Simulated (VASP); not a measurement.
# GaAs (F-43m) in VASP: single point with LDA

Aim: the single point of GaAs with LDA.

Everything below comes from runs of VASP 6.6.1. Logs are shortened: lines on timing, memory, paths and dates and some standing lists are left out, and cuts for length are marked.

## (1) The cell of the first run

It takes space group F-43m (No. 216, cubic). Conventional cell: a = 5.603 Å, b = 5.603 Å, c = 5.603 Å, α = 90.00°, β = 90.00°, γ = 90.00°. Ga (site symmetry -43m) has 4 As at 2.43 Å within 3.2 Å. Within 3.2 Å of As (site symmetry -43m) lie 4 Ga at 2.43 Å.

## (2) Single point, LDA

Contents of INCAR:

```
SYSTEM = GaAs
ALGO     = Normal         ! electronic algorithm
EDIFF    = 1E-6           ! SCF threshold, eV
ENCUT    = 500            ! plane-wave cutoff, eV
GGA_COMPAT= .FALSE.      
ISIF     = 2              ! what is computed and relaxed
ISMEAR   = -5             ! smearing method
LASPH    = .TRUE.         ! aspherical terms in the spheres
LCHARG   = .FALSE.        ! write CHGCAR
LREAL    = .FALSE.        ! projectors in reciprocal space
LWAVE    = .FALSE.        ! write WAVECAR
NBANDS   = 16             ! bands
NELM     = 120            ! most SCF steps
PREC     = Accurate       ! precision mode
SIGMA    = 0.1            ! smearing width, eV
```

Contents of KPOINTS:

```
k-points
0
G
  12 12 12
  0 0 0
```

Contents of POSCAR:

```
GaAs
1.0
    0.0000000000      2.8016907855      2.8016907855
    2.8016907855      0.0000000000      2.8016907855
    2.8016907855      2.8016907855      0.0000000000
Ga As
1 1
Direct
    0.0000000000      0.0000000000      0.0000000000
    0.7500000000      0.7500000000      0.7500000000
```

Potentials or basis: VASP PAW LDA potentials, release 64 (Ga_d, As).

Launch:

```
> cat potpaw_LDA.64/Ga_d/POTCAR potpaw_LDA.64/As/POTCAR > POTCAR
> mpirun -np 1 vasp_std > vasp.out
```

OUTCAR:

```text
SYSTEM = GaAs
   EDIFF = 1E-6
   ENCUT = 500
   ISIF = 2
   ISMEAR = -5
   LASPH = .TRUE.
   LREAL = .FALSE.
   NELM = 120
   PREC = Accurate

 ion  position               nearest neighbor table
   1  0.000  0.000  0.000-   2 2.43   2 2.43   2 2.43   2 2.43
   2  0.750  0.750  0.750-   1 2.43   1 2.43   1 2.43   1 2.43

  LATTYP: Found a face centered cubic cell.
 ALAT       =     5.6033815710

  Lattice vectors:

 A1 = (   0.0000000000,   2.8016907855,   2.8016907855)
 A2 = (   2.8016907855,   0.0000000000,   2.8016907855)
 A3 = (   2.8016907855,   2.8016907855,   0.0000000000)

Analysis of symmetry for initial positions (statically):
=====================================================================
 Subroutine PRICEL returns:
 Original cell was already a primitive cell.

 Routine SETGRP: Setting up the symmetry group for a
 face centered cubic supercell.

 Subroutine GETGRP returns: Found 24 space group operations
 (whereof 24 operations were pure point group operations)
 out of a pool of 48 trial point group operations.

The static configuration has the point symmetry T_d .

Analysis of symmetry for dynamics (positions and initial velocities):
=====================================================================
 Subroutine PRICEL returns:
 Original cell was already a primitive cell.

 Routine SETGRP: Setting up the symmetry group for a
 face centered cubic supercell.

 Subroutine GETGRP returns: Found 24 space group operations
 (whereof 24 operations were pure point group operations)
 out of a pool of 48 trial point group operations.

The dynamic configuration has the point symmetry T_d .

 Subroutine INISYM returns: Found 24 space group operations
 (whereof 24 operations are pure point group operations),
 and found     1 'primitive' translations

----------------------------------------------------------------------------------------

                                     Primitive cell

  volume of cell :      43.9836

  direct lattice vectors                    reciprocal lattice vectors
     0.000000000  2.801690785  2.801690785    -0.178463663  0.178463663  0.178463663
     2.801690785  0.000000000  2.801690785     0.178463663 -0.178463663  0.178463663
     2.801690785  2.801690785  0.000000000     0.178463663  0.178463663 -0.178463663

  length of vectors
     3.962189106  3.962189106  3.962189106     0.309108132  0.309108132  0.309108132

  position of ions in fractional coordinates (direct lattice)
     0.000000000  0.000000000  0.000000000
     0.750000000  0.750000000  0.750000000

[... 79 lines left out ...]
   LREAL  =      F    real-space projection
   EDIFFG = 0.1E-04   stopping-criterion for IOM
   NSW    =      0    number of steps for IOM
   IBRION =     -1    ionic relax: 0-MD 1-quasi-New 2-CG
   NFREE  =      0    steps in history (QN), initial steepest desc. (CG)
   ISIF   =      2    stress and relaxation
   ISYM   =      2    0-nonsym 1-usesym 2-fastsym
   POTIM  = 0.5000    time-step for ionic-motion
   TEBEG  =    0.0;   TEEND  =   0.0 temperature during run
   PSTRESS=    0.0 pullay stress
   NELECT =      18.0000    total number of electrons
   NUPDOWN=      -1.0000    fix difference up-down
   EMIN   =  10.00;   EMAX   =-10.00  energy-range for DOS
   EFERMI =   0.00;   METHOD = LEGACY
   ISMEAR =    -5;   SIGMA  =   0.10  broadening in eV -4-tet -1-fermi 0-gaus
   EFERMI_NEDOS =   21; number of points for ismear=-14 and -15
   IALGO  =     38    algorithm
   IMIX   =      4    mixing-type and parameters
     AMIX     =   0.40;   BMIX     =  1.00
     AMIX_MAG =   1.60;   BMIX_MAG =  1.00
  volume/ion in A,a.u.               =      21.99       148.41
  Fermi-wavevector in a.u.,A,eV,Ry     =   1.215445  2.296859 20.099990  1.477308
  Thomas-Fermi vector in A             =   2.350832
   LORBIT       =      0    0 simple, 1 ext, 2 COOP (PROOUT), +10 PAW based schemes
   GGA     = CA    functional components
   LHFCALC =     F    Hartree Fock is set to
   AEXX    =    0.0000 exact exchange contribution
   IVDW    =     0    specifies the selected vdW correction
   LEPSILON=     F    determine dielectric tensor
   LRPA    =     F    only Hartree local field effects (RPA)
 non-spin polarized calculation
 Fermi weights with tetrahedron method with Bloechl corrections
  energy-cutoff  :      500.00
  volume of cell :       43.98
 maximum number of plane-waves:      1139
 NGX is ok and might be reduce to    30
   NGX = 15   NGY = 15   NGZ = 15

 number of electron      18.0000013 magnetization

 Free energy of the ion-electron system (eV)
  ---------------------------------------------------
  ext. energy  EPLUGINS =         0.00000000
  ---------------------------------------------------
  free energy    TOTEN  =        -9.64197154 eV

  energy without entropy =       -9.64197154  energy(sigma->0) =       -9.64197154

 E-fermi :   4.1120     XC(G=0): -10.0314

 val. band max:        4.0595317936   @ k =   0.0000   0.0000   0.0000
 cond. band min:       4.5949185119   @ k =   0.0000   0.0000   0.0000
 fundamental gap:      0.5353867183
 Fermi energy:         4.1119923671

 k-point     1 :       0.0000    0.0000    0.0000
  band No.  band energies     occupation
      1     -10.9184      2.00000
      2     -10.9184      2.00000
      3     -10.9184      2.00000
      4     -10.8336      2.00000
      5     -10.8336      2.00000
      6      -8.9002      2.00000
[... 433 lines left out ...]
      3     -10.8897      2.00000
      4     -10.8346      2.00000
      5     -10.8307      2.00000
      6      -6.8559      2.00000
[... 8 lines left out ...]
     15      14.4883      0.00000
     16      15.1638      0.00000

 [... further k-points ...]

------------------------ aborting loop because EDIFF is reached ----------------------------------------

  FORCE on cell =-STRESS in cart. coord.  units (eV):
  Direction    XX          YY          ZZ          XY          YZ          ZX
  --------------------------------------------------------------------------------------
  -------------------------------------------------------------------------------------
  Total        0.0850909      0.0850909      0.0850909      0.0000000      0.0000000      0.0000000
  in kB        3.0995806      3.0995806      3.0995806      0.0000000      0.0000000      0.0000000
  external PRESSURE =       3.0995806 kB  Pullay stress =       0.0000000 kB

 VOLUME and BASIS-vectors are now :
 -----------------------------------------------------------------------------
  energy-cutoff  :      500.00
  volume of cell :       43.98
      direct lattice vectors                 reciprocal lattice vectors
     0.000000000  2.801690785  2.801690785    -0.178463663  0.178463663  0.178463663
     2.801690785  0.000000000  2.801690785     0.178463663 -0.178463663  0.178463663
     2.801690785  2.801690785  0.000000000     0.178463663  0.178463663 -0.178463663

 POSITION                                       TOTAL-FORCE (eV/Angst)
 -----------------------------------------------------------------------------------
      0.00000      0.00000      0.00000        -0.000000     -0.000000     -0.000000
      4.20254      4.20254      4.20254         0.000000      0.000000      0.000000
 -----------------------------------------------------------------------------------
    total drift:                                0.000000      0.000000      0.000000

  FREE ENERGIE OF THE ION-ELECTRON SYSTEM (eV)
  ---------------------------------------------------
  free  energy   TOTEN  =        -9.6419715358 eV

  energy  without entropy=       -9.6419715358  energy(sigma->0) =       -9.64197154
```

stdout:

```text
POSCAR found type information on POSCAR GaAs
 POSCAR found :  2 types and       2 ions
 scaLAPACK will be used
 LDA part: xc-table for (Slater(with rela. corr.)+CA(PZ))
 , standard interpolation
 POSCAR, INCAR and KPOINTS ok, starting setup
 FFT: planning ... GRIDC
 FFT: planning ... GRID_SOFT
 FFT: planning ... GRID
 WAVECAR not read
 entering main loop
```

It took 34 s on 1 thread of AMD EPYC 7R43 (Zen 3), shared host; peak memory 0.14 GiB.

Results:

```
Free energy            : -9.6420 eV
Pressure               : 0.3 GPa
Band gap on the k mesh : 0.54 eV
```
